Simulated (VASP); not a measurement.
# Br: relaxation of cell and atoms with PBE

Br:

```
CELL_PARAMETERS angstrom
0.00000 3.50191 3.50191
3.50191 0.00000 3.50191
3.50191 3.50191 0.00000
ATOMIC_POSITIONS crystal
Br 0.00000 0.00000 0.00000
Br 0.25000 0.25000 0.25000
```

```
Program                : VASP 6.6.1
Task                   : relaxation of cell and atoms
Functional             : PBE
Potentials or basis    : VASP PAW PBE potentials, release 64 (Br)
Cutoff                 : 600 eV
k mesh                 : 10 × 10 × 10
Occupations            : fermi-dirac, width 0.05 eV
Spin                   : no spin polarisation
Dipole correction      : no
Further INCAR settings : ALGO = Normal; EDIFF = 1e-06; IBRION = 2; EDIFFG = -0.01; NSW = 80; ISIF = 3
```

```
Pressure after relaxing : 0.0 GPa
Band gap on the k mesh  : zero (bands 7 and 8 overlap by 1.20 eV)
```

Final structure:
```yaml
crystal:
  lattice:
    - [0.00000, 3.50191, 3.50191]
    - [3.50191, 0.00000, 3.50191]
    - [3.50191, 3.50191, 0.00000]
  atoms:
    - { symbol: Br, position: [0.00000, 0.00000, 0.00000] }
    - { symbol: Br, position: [0.25000, 0.25000, 0.25000] }
```

Levels at points of the mesh, in eV from the Fermi level:
```tsv
k point	band 4	band 5	band 6	band 7	band 8	band 9	band 10	band 11
(0.00, 0.00, 0.00)	-2.67	-2.67	-0.85	-0.85	-0.85	5.23	9.12	9.12
(0.50, 0.00, 0.00)	-3.05	-3.05	-0.31	-0.31	-0.18	7.63	7.83	8.90
(0.50, 0.50, 0.00)	-3.45	-1.81	-1.81	0.34	0.34	7.15	7.15	10.63
```

Run time: 24 s on 1 thread of Intel(R) Xeon(R) 6975P-C (Granite Rapids), on a shared host, peak memory 0.24 GiB.

Caveat: the relaxation stopped at its first step, so nothing moved.
